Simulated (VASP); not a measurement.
# TiC (I4/mmm) in VASP: a series of runs

The runs below take TiC through single point, with PBEsol.

Program: VASP 6.6.1. These are calculated values, not measurements. Logs are shortened: lines on timing, memory, paths and dates and some standing lists are left out, and cuts for length are marked.

### Step 1. The cell of the first run

The structure is tetragonal, space group I4/mmm (No. 139). Conventional cell: a = 2.965 Å, b = 2.965 Å, c = 4.612 Å, α = 90.00°, β = 90.00°, γ = 90.00°. Within 2.8 Å of Ti (site symmetry 4/mmm) lie 6 C at 2.10 to 2.31 Å. C (site symmetry 4/mmm) has 6 Ti at 2.10 to 2.31 Å within 2.8 Å.

### Step 2. Single point, PBEsol

The input, INCAR:

```
SYSTEM = TiC
PREC = Accurate
ENCUT = 520
EDIFF = 1E-6
ISMEAR = 1
SIGMA = 0.1
LREAL = .False.
LASPH = .True.
NELM = 80
ALGO = Normal
ISIF = 2
LWAVE = .False.
LCHARG = .True.
GGA = PS
LELF = .True.
LVHAR = .True.
NBANDS = 15
```

The input, KPOINTS:

```
Automatic mesh
0
Gamma
  20 20 20
  0 0 0
```

The input, POSCAR:

```
TiC
1.0
    0.0000000000      2.0963302185      2.3059632404
    2.0963302185      0.0000000000      2.3059632404
    2.0963302185      2.0963302185      0.0000000000
Ti C
1 1
Direct
    0.0000000000      0.0000000000      0.0000000000
    0.5000000000      0.5000000000      0.5000000000
```

Potentials or basis: VASP PAW PBE potentials, release 64 (Ti_sv, C).

Started as:

```bash
$ cat potpaw_PBE.64/Ti_sv/POTCAR potpaw_PBE.64/C/POTCAR > POTCAR
$ mpirun -np 1 vasp_std > vasp.out
```

OUTCAR:

```text
SYSTEM = TiC
   PREC = Accurate
   ENCUT = 520
   EDIFF = 1E-6
   ISMEAR = 1
   LREAL = .False.
   LASPH = .True.
   NELM = 80
   ISIF = 2
   GGA = PS

 ion  position               nearest neighbor table
   1  0.000  0.000  0.000-   2 2.10   2 2.10   2 2.10   2 2.10   2 2.31   2 2.31
   2  0.500  0.500  0.500-   1 2.10   1 2.10   1 2.10   1 2.10   1 2.31   1 2.31

  LATTYP: Found a body centered tetragonal cell.
 ALAT       =     2.9646586262
 C/A-ratio  =     1.5556349186

  Lattice vectors:

 A1 = (  -2.0963302185,   0.0000000000,   2.3059632404)
 A2 = (   2.0963302185,   0.0000000000,   2.3059632404)
 A3 = (   0.0000000000,   2.0963302185,  -2.3059632404)

Analysis of symmetry for initial positions (statically):
=====================================================================
 Subroutine PRICEL returns:
 Original cell was already a primitive cell.

 Routine SETGRP: Setting up the symmetry group for a
 body centered tetragonal supercell.

 Subroutine GETGRP returns: Found 16 space group operations
 (whereof 16 operations were pure point group operations)
 out of a pool of 16 trial point group operations.

The static configuration has the point symmetry D_4h.

Analysis of symmetry for dynamics (positions and initial velocities):
=====================================================================
 Subroutine PRICEL returns:
 Original cell was already a primitive cell.

 Routine SETGRP: Setting up the symmetry group for a
 body centered tetragonal supercell.

 Subroutine GETGRP returns: Found 16 space group operations
 (whereof 16 operations were pure point group operations)
 out of a pool of 16 trial point group operations.

The dynamic configuration has the point symmetry D_4h.

 Subroutine INISYM returns: Found 16 space group operations
 (whereof 16 operations are pure point group operations),
 and found     1 'primitive' translations

----------------------------------------------------------------------------------------

                                     Primitive cell

  volume of cell :      20.2676

  direct lattice vectors                    reciprocal lattice vectors
     0.000000000  2.096330218  2.305963240    -0.238512041  0.238512041  0.216829129
     2.096330218  0.000000000  2.305963240     0.238512041 -0.238512041  0.216829129
     2.096330218  2.096330218  0.000000000     0.238512041  0.238512041 -0.216829129

  length of vectors
     3.116418915  3.116418915  2.964658626     0.400987355  0.400987355  0.400987355

  position of ions in fractional coordinates (direct lattice)
     0.000000000  0.000000000  0.000000000
     0.500000000  0.500000000  0.500000000

  ion indices of the primitive-cell ions
   primitive index   ion index
                 1           1
                 2           2

----------------------------------------------------------------------------------------

 KPOINTS: Automatic mesh

Automatic generation of k-mesh.
 Grid dimensions read from file:
 generate k-points for:   20   20   20

 Generating k-lattice:

  Cartesian coordinates                     Fractional coordinates (reciprocal lattice)
    -0.011925602  0.011925602  0.010841456     0.050000000  0.000000000  0.000000000
     0.011925602 -0.011925602  0.010841456     0.000000000  0.050000000  0.000000000
     0.011925602  0.011925602 -0.010841456     0.000000000  0.000000000  0.050000000

  Length of vectors
     0.020049368  0.020049368  0.020049368

  Shift w.r.t. Gamma in fractional coordinates (k-lattice)
     0.000000000  0.000000000  0.000000000

 Subroutine IBZKPT returns following result:
 ===========================================

 Found    641 irreducible k-points:

 Following reciprocal coordinates:
            Coordinates               Weight
  0.000000  0.000000  0.000000      1.000000
  0.050000 -0.000000  0.000000      8.000000
  0.100000 -0.000000  0.000000      8.000000
  0.150000  0.000000  0.000000      8.000000
  0.200000 -0.000000  0.000000      8.000000
  0.250000 -0.000000  0.000000      8.000000
[... 16 lines left out ...]
 -0.400000  0.050000  0.000000      8.000000
 -0.350000  0.050000  0.000000      8.000000
 [... further k-points ...]
   k-points           NKPTS =    641   k-points in BZ     NKDIM =    641   number of bands    NBANDS=     15
   number of dos      NEDOS =    301   number of ions     NIONS =      2
   total plane-waves  NPLWV =  13824
   dimension x,y,z NGX =    24 NGY =   24 NGZ =   24
   dimension x,y,z NGXF=    48 NGYF=   48 NGZF=   48
   ions per type =               1   1
   NGX,Y,Z   is equivalent  to a cutoff of  12.80, 12.80, 13.46 a.u.
   NGXF,Y,Z  is equivalent  to a cutoff of  25.61, 25.61, 26.92 a.u.
 SYSTEM =  TiC
   PREC   = accura    normal or accurate (medium, high low for compatibility)
   ISTART =      0    job   : 0-new  1-cont  2-samecut
   ICHARG =      2    charge: 1-file 2-atom 10-const
   ISPIN  =      1    spin polarized calculation?
   LNONCOLLINEAR =      F non collinear calculations
   LSORBIT =      F    spin-orbit coupling
   LASPH  =      T    aspherical Exc in radial PAW
   ENCUT  =  520.0 eV  38.22 Ry    6.18 a.u.   5.79  5.79  5.51*2*pi/ulx,y,z
   NELM   =     80;   NELMIN=  2; NELMDL= -5     # of ELM steps
   EDIFF  = 0.1E-05   stopping-criterion for ELM
   LREAL  =      F    real-space projection
   EDIFFG = 0.1E-04   stopping-criterion for IOM
   NSW    =      0    number of steps for IOM
   IBRION =     -1    ionic relax: 0-MD 1-quasi-New 2-CG
   NFREE  =      0    steps in history (QN), initial steepest desc. (CG)
   ISIF   =      2    stress and relaxation
   ISYM   =      2    0-nonsym 1-usesym 2-fastsym
   POTIM  = 0.5000    time-step for ionic-motion
   TEBEG  =    0.0;   TEEND  =   0.0 temperature during run
   PSTRESS=    0.0 pullay stress
   NELECT =      16.0000    total number of electrons
   NUPDOWN=      -1.0000    fix difference up-down
   EMIN   =  10.00;   EMAX   =-10.00  energy-range for DOS
   EFERMI =   0.00;   METHOD = LEGACY
   ISMEAR =     1;   SIGMA  =   0.10  broadening in eV -4-tet -1-fermi 0-gaus
   EFERMI_NEDOS =   21; number of points for ismear=-14 and -15
   IALGO  =     38    algorithm
   IMIX   =      4    mixing-type and parameters
     AMIX     =   0.40;   BMIX     =  1.00
     AMIX_MAG =   1.60;   BMIX_MAG =  1.00
  volume/ion in A,a.u.               =      10.13        68.39
  Fermi-wavevector in a.u.,A,eV,Ry     =   1.513030  2.859212 31.147275  2.289260
  Thomas-Fermi vector in A             =   2.622876
   LORBIT       =      0    0 simple, 1 ext, 2 COOP (PROOUT), +10 PAW based schemes
   GGA     = PS    functional components
   LHFCALC =     F    Hartree Fock is set to
   AEXX    =    0.0000 exact exchange contribution
   IVDW    =     0    specifies the selected vdW correction
   LEPSILON=     F    determine dielectric tensor
   LRPA    =     F    only Hartree local field effects (RPA)
 non-spin polarized calculation
 Methfessel and Paxton  Order N= 1 SIGMA  =   0.10
  energy-cutoff  :      520.00
  volume of cell :       20.27
 maximum number of plane-waves:       564
   NGX = 11   NGY = 11   NGZ = 11

 number of electron      15.9999999 magnetization

 Free energy of the ion-electron system (eV)
  ---------------------------------------------------
  ext. energy  EPLUGINS =         0.00000000
  ---------------------------------------------------
  free energy    TOTEN  =       -19.65742264 eV

  energy without entropy =      -19.65736079  energy(sigma->0) =      -19.65740202

 E-fermi :   9.3556     XC(G=0): -12.8548

 val. band max:        9.3549370048   @ k =  -0.0500   0.4000   0.3500
 cond. band min:       9.3580049590   @ k =   0.1500   0.0500   0.0000
 fundamental gap:      0.0030679541
 Fermi energy:         9.3555633608

 k-point     1 :       0.0000    0.0000    0.0000
  band No.  band energies     occupation
      1     -46.9573      2.00000
      2     -23.1902      2.00000
      3     -23.0356      2.00000
      4     -23.0356      2.00000
      5      -3.0516      2.00000
      6       9.5467     -0.02108
      7      10.2764     -0.00000
      8      10.2764     -0.00000
      9      10.5194     -0.00000
     10      10.8023     -0.00000
     11      11.1609     -0.00000
     12      11.1609     -0.00000
     13      11.4289      0.00000
     14      20.0513      0.00000
     15      23.3665      0.00000

 k-point     2 :       0.0500   -0.0000    0.0000
  band No.  band energies     occupation
      1     -46.9555      2.00000
      2     -23.1947      2.00000
      3     -23.0466      2.00000
      4     -23.0359      2.00000
      5      -2.9936      2.00000
      6       9.4270      0.07025
      7       9.8060     -0.00000
      8      10.1952     -0.00000
      9      10.2837     -0.00000
     10      10.5820     -0.00000
     11      11.2319     -0.00000
     12      11.5134      0.00000
     13      12.1709      0.00000
     14      20.1511      0.00000
     15      23.3905      0.00000

 k-point     3 :       0.1000   -0.0000    0.0000
  band No.  band energies     occupation
      1     -46.9500      2.00000
      2     -23.2097      2.00000
      3     -23.0765      2.00000
      4     -23.0367      2.00000
      5      -2.8216      2.00000
      6       8.9871      2.00000
      7       9.0934      2.00132
      8       9.5905     -0.00442
      9      10.2741     -0.00000
     10      10.5261     -0.00000
     11      11.5002      0.00000
     12      12.2996      0.00000
     13      13.0722      0.00000
     14      20.4133      0.00000
     15      23.4167      0.00000

 k-point     4 :       0.1500    0.0000    0.0000
  band No.  band energies     occupation
      1     -46.9414      2.00000
      2     -23.2401      2.00000
      3     -23.1153      2.00000
      4     -23.0379      2.00000
      5      -2.5428      2.00000
      6       8.2391      2.00000
      7       8.4979      2.00000
      8       8.9014      2.00000
      9      10.4477     -0.00000
     10      10.6814     -0.00000
     11      11.7362      0.00000
     12      13.1162      0.00000
     13      13.9917      0.00000
     14      20.7142      0.00000
     15      23.3771      0.00000
[... 307 lines left out ...]
 k-point    22 :      -0.4500    0.0500    0.0000
  band No.  band energies     occupation
      1     -46.8795      2.00000
      2     -23.5987      2.00000
      3     -23.2376      2.00000
      4     -23.0463      2.00000
      5       0.4724      2.00000
      6       3.5625      2.00000
      7       6.2589      2.00000
      8       6.4681      2.00000
      9      12.0819      0.00000
     10      12.4513      0.00000
     11      13.5492      0.00000
     12      16.4097      0.00000
     13      17.7811      0.00000
     14      18.3649      0.00000
     15      23.5434      0.00000

 k-point    23 :      -0.4000    0.0500    0.0000
  band No.  band energies     occupation
      1     -46.8833      2.00000
      2     -23.5736      2.00000
      3     -23.2359      2.00000
      4     -23.0431      2.00000
      5       0.1366      2.00000
      6       3.9762      2.00000
      7       6.3746      2.00000
      8       6.5410      2.00000
      9      11.9295      0.00000
     10      12.3016      0.00000
     11      13.3868      0.00000
     12      16.1196      0.00000
     13      18.1789      0.00000
     14      18.2493      0.00000
     15      23.8074      0.00000

 k-point    24 :      -0.3500    0.0500    0.0000
  band No.  band energies     occupation
      1     -46.8905      2.00000
      2     -23.5270      2.00000
      3     -23.2299      2.00000
      4     -23.0398      2.00000
      5      -0.3642      2.00000
      6       4.6220      2.00000
      7       6.5860      2.00000
      8       6.7170      2.00000
      9      11.7044      0.00000
     10      12.0290      0.00000
     11      13.1093      0.00000
     12      15.6904      0.00000
     13      17.8835      0.00000
     14      18.8348      0.00000
     15      24.1637      0.00000

 [... further k-points ...]

------------------------ aborting loop because EDIFF is reached ----------------------------------------

  FORCE on cell =-STRESS in cart. coord.  units (eV):
  Direction    XX          YY          ZZ          XY          YZ          ZX
  --------------------------------------------------------------------------------------
  -------------------------------------------------------------------------------------
  Total        1.1749455      1.1749455     -2.9926416      0.0000000      0.0000000      0.0000000
  in kB       92.8809262     92.8809262   -236.5721007      0.0000000      0.0000000      0.0000000
  external PRESSURE =     -16.9367495 kB  Pullay stress =       0.0000000 kB

 VOLUME and BASIS-vectors are now :
 -----------------------------------------------------------------------------
  energy-cutoff  :      520.00
  volume of cell :       20.27
      direct lattice vectors                 reciprocal lattice vectors
     0.000000000  2.096330218  2.305963240    -0.238512041  0.238512041  0.216829129
     2.096330218  0.000000000  2.305963240     0.238512041 -0.238512041  0.216829129
     2.096330218  2.096330218  0.000000000     0.238512041  0.238512041 -0.216829129

 POSITION                                       TOTAL-FORCE (eV/Angst)
 -----------------------------------------------------------------------------------
      0.00000      0.00000      0.00000        -0.000000     -0.000000      0.000000
      2.09633      2.09633      2.30596         0.000000      0.000000     -0.000000
 -----------------------------------------------------------------------------------
    total drift:                                0.000000     -0.000000     -0.000000

  FREE ENERGIE OF THE ION-ELECTRON SYSTEM (eV)
  ---------------------------------------------------
  free  energy   TOTEN  =       -19.6574226375 eV

  energy  without entropy=      -19.6573607881  energy(sigma->0) =      -19.65740202
```

It took 3.7 min on 1 thread of Intel Xeon 8259CL, shared host; peak memory 0.31 GiB.

What came out:

```
Free energy            : -19.6574 eV
Pressure               : -1.7 GPa
Band gap on the k mesh : zero (bands 8 and 9 overlap by 1.60 eV)
```

Stress tensor (GPa, compression positive):
```
  9.29   0.00   0.00
  0.00   9.29   0.00
  0.00   0.00 -23.66
```

Caveat: the stress differs along the axes, from -24 to 9 GPa; the PAW data sets were made with another functional, which shifts forces and pressure a little.

### Step 3. Single point, PBEsol

This run uses another cell than the first one, of the same volume but with other edges.

The input, INCAR:

```
PREC     = Accurate       # precision mode
ENCUT    = 520            # plane-wave cutoff, eV
EDIFF    = 1E-6           # SCF threshold, eV
ISMEAR   = 1              # smearing method
SIGMA    = 0.1            # smearing width, eV
LREAL    = F              # projectors in reciprocal space
LASPH    = T              # aspherical terms in the spheres
NELM     = 80             # most SCF steps
ALGO     = Normal         # electronic algorithm
ISIF     = 2              # what is computed and relaxed
LWAVE    = F              # write WAVECAR
LCHARG   = T              # write CHGCAR
GGA      = PS             # functional
LELF     = T              # ELF
LVHAR    = T            
NBANDS   = 15             # bands
```

The input, KPOINTS:

```
regular mesh
0
Gamma
  20 20 20
```

The input, POSCAR:

```
TiC
1.0
    0.0000000000      2.4981555169      1.6238010860
    2.4981555169      0.0000000000      1.6238010860
    2.4981555169      2.4981555169      0.0000000000
Ti C
1 1
Direct
    0.0000000000      0.0000000000      0.0000000000
    0.5000000000      0.5000000000      0.5000000000
```

Potentials or basis: VASP PAW PBE potentials, release 64 (Ti_sv, C).

Started as:

```bash
$ cat potpaw_PBE.64/Ti_sv/POTCAR potpaw_PBE.64/C/POTCAR > POTCAR
$ mpirun -np 1 vasp_std > vasp.out
```

Run time: 4.1 min. Hardware: 1 thread of Intel Xeon 8259CL, shared host; peak memory 0.32 GiB.

The run converged. Its results:

| Property | Result |
| --- | --- |
| Free energy | -14.8977 eV |
| Pressure | 71.7 GPa |
| Band gap on the k mesh | zero (bands 8 and 9 overlap by 2.20 eV) |

Stress tensor (GPa, compression positive):
```
-25.17   0.00   0.00
  0.00 -25.17   0.00
  0.00   0.00 265.54
```

Levels at points of the mesh, in eV from the Fermi level:
```csv
k point,band 5,band 6,band 7,band 8,band 9,band 10,band 11,band 12
"(0.00, 0.00, 0.00)",-12.88,-1.34,-0.07,0.04,0.04,0.23,0.23,2.65
"(0.50, 0.00, 0.00)",-7.73,-6.57,-5.05,-4.99,1.95,3.26,5.77,6.68
"(0.50, 0.50, 0.00)",-11.08,-2.53,-2.51,-2.51,1.87,2.67,2.67,3.45
"(0.50, 0.00, 0.50)",-11.43,-5.00,-0.99,0.02,0.47,2.41,3.00,3.57
```

Caveat: the stress differs along the axes, from -25 to 266 GPa; the PAW data sets were made with another functional, which shifts forces and pressure a little.

(Part 1 of 2 ends here.)

The gap in the log of VASP goes by the Fermi energy; the results here count the filled bands.